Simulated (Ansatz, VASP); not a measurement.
# MgO: VASP beside Ansatz

The input INCAR:

```
SYSTEM = MgO
PREC = Accurate ; ENCUT = 520
EDIFF = 1E-6 ; ISMEAR = -1
SIGMA = 0.05 ; LREAL = .False.
LASPH = .True. ; NELM = 80
ALGO = Normal ; ISIF = 2
LWAVE = .False. ; LCHARG = .True.
LELF = .True. ; LVHAR = .True.
NBANDS = 11
```

Contents of KPOINTS:

```
Automatic mesh
0
Gamma
  10 10 10
  0 0 0
```

File POSCAR:

```
MgO
1.0
    2.9183020482      0.0000000000      0.0000000000
   -1.4591510241      2.5273237096      0.0000000000
    0.0000000000      0.0000000000      2.6616950286
Mg O
1 1
Direct
    0.0000000000      0.0000000000      0.0000000000
    0.3333333333      0.6666666667      0.5000000000
```

input.yaml

```yaml
crystal:
  lattice:
    - [2.9183020482, 0.0, 0.0]
    - [-1.4591510241, 2.5273237096, 0.0]
    - [0.0, 0.0, 2.6616950286]
  atoms:
    - { symbol: Mg, position: [0.0, 0.0, 0.0] }
    - { symbol: O, position: [0.3333333333, 0.6666666667, 0.5] }
kpoints:
  mp_grid: { grid: [10, 10, 10] }
scf:
  occupations: { method: fermi_dirac, width: 0.05 }
hamiltonian:
  xc: lda
  pseudopotentials: { kind: all_electron, lapw: { basis_error: 0.001 } }
output:
  forces: true
  stress: true
  eigenvalues: true
```

Change from the starting cell: volume scaled by 0.98.

Alike in both runs: task single point; functional LDA; k mesh 10 × 10 × 10; occupations fermi-dirac, width 0.05 eV; no spin polarisation.

```csv
,VASP,Ansatz
version,VASP 6.6.1,Ansatz 0.2.0
potentials or method,"VASP PAW LDA potentials, release 64 (Mg, O), cutoff 520 eV","all-electron LAPW, scalar-relativistic"
```

```tsv
	VASP	Ansatz	Ansatz less VASP
gap on the k mesh at the Fermi level (eV)	3.10	3.11	+0.002
least direct gap on the mesh (eV)	3.51	3.51	-0.001
pressure (GPa)	-8.5	-6.6	+1.82
traceless stress, the component that is largest in VASP (GPa)	-0.64	-0.39	+0.248
```

LDA's correlation is that of Perdew and Zunger in VASP and of Perdew and Wang (1992) in Ansatz. Ansatz ran all-electron here, and VASP with PAW potentials.
